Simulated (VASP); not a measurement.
Runs of VASP 6.6.1 on In3As. The structure is that of space group P4/mmm (No. 123), or close to it. The cells are those of the table. 

```tsv
task	cell	k mesh	cutoff (eV)	gap on the mesh (eV)	pressure (GPa)	relaxed volume (Å³/atom)	largest force (eV/Å)
single point	a = 3.034, b = 3.034, c = 11.383 Å, 4 atoms	6 × 6 × 2	520	none	0.0	-	-
single point	a = 5.112, b = 8.916, c = 3.619 Å, angles 90.0, 135.0, 90.0°, 4 atoms	4 × 4 × 4	520	none	(a)	-	0.01
relaxation of cell and atoms	relaxed from a = 3.034, b = 3.034, c = 11.383 Å, 4 atoms	16 × 16 × 4	600	none	0.0	26.24	-
relaxation of cell and atoms	relaxed from a = 3.618, b = 3.618, c = 8.916 Å, 4 atoms	6 × 6 × 2	600	none	-0.1	26.24	0.02
```

Alike in all rows: level PBE; potentials or basis VASP PAW PBE potentials, release 64 (In_d, As); no spin polarisation; smearing gaussian 0.1 eV.

Problem. Fill in the values left out.

Solution. (a) 0.1.

Caveats: some runs use coarse meshes; spin-orbit coupling is left out, which moves the levels of the heavy elements.

A k mesh can miss the band edges, and the runs leave out spin-orbit coupling on As, In.

A gap of «none» marks levels without a gap at the run's occupations.
